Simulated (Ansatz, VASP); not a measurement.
**One calculation of AlBrN, two programs**

```xyz
6
Lattice="3.7994 0.0000 0.0000 0.0000 3.7889 0.0000 0.0000 0.0000 8.0501" Properties=species:S:1:pos:R:3 pbc="T T T"
Al    0.0000    1.8945    0.5635
Al    1.8997    0.0000    7.4866
N     0.0000    0.0000    7.5671
N     1.8997    1.8945    0.4830
Br    0.0000    0.0000    2.4150
Br    1.8997    1.8945    5.6351
```

Alike in both runs: task single point; functional r2SCAN; k mesh 7 × 7 × 3; no spin polarisation.

|  | VASP | Ansatz |
| --- | --- | --- |
| version | VASP 6.6.1 | Ansatz 0.2.0 |
| potentials or method | VASP PAW PBE potentials, release 64 (Al, N, Br), cutoff 520 eV | PAW plane waves |
| occupations | methfessel-paxton of order 1, width 0.0401 eV | cold, width 0.0401 eV |
| valence electrons in the cell | 30 | 30 |

Ansatz gave:

- pressure (GPa): -5.7
- traceless stress, the component that is largest in VASP (GPa): -4.15
- rms of the force components (eV/Å): 0.216

Question: What did VASP give for the same quantities?

Answer: Pressure (GPa): -5.9; traceless stress, the component that is largest in VASP (GPa): -4.28; rms of the force components (eV/Å): 0.214.

VASP's potentials were made for PBE, not for r2SCAN. Atom by atom the forces differ by 0.005 eV/Å (rms over components).
